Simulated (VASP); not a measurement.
The system is P.

```
P
1.0
     1.65820   -5.24200    0.00000
     1.65820    5.24200    0.00000
     0.00000    0.00000    4.37930
P
4
Direct
  0.89838 0.10162 0.08068
  0.60162 0.39838 0.58068
  0.10162 0.89838 0.91932
  0.39838 0.60162 0.41932
```

```yaml
Program: VASP 6.6.1
Task: relaxation of cell and atoms
Functional: PBE
Dispersion: D3(BJ)
Potentials_or_basis: VASP PAW PBE potentials, release 64 (P)
Cutoff: 600 eV
k_mesh: 6 × 6 × 4
Occupations: gaussian, width 0.05 eV
Spin: no spin polarisation
```

At the start: pressure -1.3 GPa; volume 19.03 Å³/atom.

Problem. How do energy, volume and symmetry change on relaxing?

Solution. Over 9 steps the energy falls by 10.8 meV/atom and the volume is 17.47 Å³/atom (-8.2 %); space group Cmce (No. 64, to 0.1 Å) before and after.

The path:
| step | energy change (eV) | largest force (eV/Å) | pressure (GPa) | volume (Å³) |
| --- | --- | --- | --- | --- |
| 1 | 0.0000 | 0.0752 | -1.35 | 76.13 |
| 2 | -0.0083 | 0.2240 | 0.31 | 74.38 |
| 3 | -0.0083 | 0.2166 | 0.24 | 74.46 |
| 4 | -0.0172 | 0.1467 | 0.21 | 73.70 |
| 5 | -0.0302 | 0.1387 | 0.07 | 71.43 |
| 6 | -0.0391 | 0.0382 | -0.11 | 70.82 |
| 7 | -0.0423 | 0.0695 | -0.25 | 70.18 |
| 8 | -0.0428 | 0.0606 | 0.08 | 69.67 |
| 9 | -0.0432 | 0.0243 | -0.06 | 69.87 |

Final structure:
```
P
1.0
     1.67295   -5.06508    0.00000
     1.67295    5.06508    0.00000
     0.00000    0.00000    4.12304
P
4
Direct
  0.89331 0.10669 0.07110
  0.60669 0.39331 0.57110
  0.10669 0.89331 0.92890
  0.39331 0.60669 0.42890
```
